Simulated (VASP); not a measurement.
Here is a VASP 6.6.1 calculation.

Contents of INCAR:

```
SYSTEM = Zn2InO
PREC     = Accurate       ! precision mode
ENCUT    = 600            ! plane-wave cutoff, eV
EDIFF    = 1E-6           ! SCF threshold, eV
ISMEAR   = 0              ! smearing method
SIGMA    = 0.1            ! smearing width, eV
LREAL    = .FALSE.        ! projectors in reciprocal space
LASPH    = .TRUE.         ! aspherical terms in the spheres
NELM     = 60             ! most SCF steps
ALGO     = Normal         ! electronic algorithm
ISIF     = 3              ! what is computed and relaxed
LWAVE    = .FALSE.        ! write WAVECAR
LCHARG   = .FALSE.        ! write CHGCAR
GGA      = PE             ! functional
IBRION   = 2              ! ionic algorithm
NSW      = 90             ! ionic steps
EDIFFG   = -0.04          ! ionic threshold
```

KPOINTS

```
regular mesh
0
G
  4 4 4
  0 0 0
```

POSCAR

```
Zn2InO
1.0
    4.1289917100      0.0000000000      0.0000000000
    0.0000000000      4.1289917100      0.0000000000
    0.0000000000      0.0000000000      4.5980106000
Zn In O
2 1 1
Direct
    0.5000000000      0.0000000000      0.6569881400
    0.0000000000      0.5000000000      0.3430118600
    0.5000000000      0.5000000000      0.5000000000
    0.0000000000      0.0000000000      0.0000000000
```

Potentials or basis: VASP PAW PBE potentials, release 64 (Zn, In_d, O).

Command:

```bash
$ cat potpaw_PBE.64/Zn/POTCAR potpaw_PBE.64/In_d/POTCAR potpaw_PBE.64/O/POTCAR > POTCAR
$ mpirun -np 1 vasp_std > vasp.out
```

Q: Predict the relaxed cell.

A: a = 3.236 Å, b = 3.236 Å, c = 6.652 Å, α = 90.00°, β = 90.00°, γ = 90.00°.

Q: What does it give for the band gap on the k mesh?

A: Zero (an odd number of electrons rules out a gap without spin polarisation).

Q: What does it give for the space group after relaxing (to 0.1 Å)?

A: P-4m2 (No. 115).

Step by step:
```csv
step,energy change (eV),largest force (eV/Å),pressure (GPa),volume (Å³)
1,0.0000,4.2587,21.71,78.39
3,-2.4235,1.4855,-2.40,102.52
5,-2.7313,1.4777,-2.74,98.82
7,-4.1379,1.3936,12.84,60.89
9,-4.5346,0.5910,9.28,60.55
11,-4.5939,0.1737,8.30,60.30
13,-4.7887,0.2232,-0.31,67.19
15,-4.8481,0.2124,-0.74,68.41
17,-5.3284,0.0983,1.51,70.08
19,-5.3727,0.1158,4.63,70.14
21,-5.4266,0.1424,1.69,73.56
23,-5.4286,0.1648,1.02,74.60
25,-5.4397,0.0977,-0.11,75.13
27,-5.4405,0.0994,-0.07,75.04
29,-5.4467,0.0958,0.48,74.35
31,-5.4505,0.0683,1.17,73.45
33,-5.4534,0.0576,1.12,73.53
35,-5.4619,0.0003,1.00,73.83
37,-5.4637,0.0400,0.87,74.00
39,-5.4934,0.0912,-0.18,75.95
41,-5.5238,0.2952,-1.64,79.05
43,-5.6099,0.5395,-2.15,80.74
45,-5.7023,1.2628,-3.31,82.82
47,-5.6637,2.3921,-5.04,83.42
49,-5.8104,1.7890,-4.07,82.76
51,-6.3680,1.7191,-3.99,77.49
53,-6.6640,1.4827,-3.22,71.61
55,-6.8231,0.3514,2.58,67.80
57,-6.8488,0.1561,0.94,69.00
58,-6.8536,0.0071,0.14,69.67
```

Caveat: the k points lie up to 0.49 Å⁻¹ apart in the final cell, too coarse for converged energies and pressures of a metal; a cell axis changed by over 15 % at a fixed basis, so the end point is rough; spin-orbit coupling is left out, which moves the levels of the heavy elements.
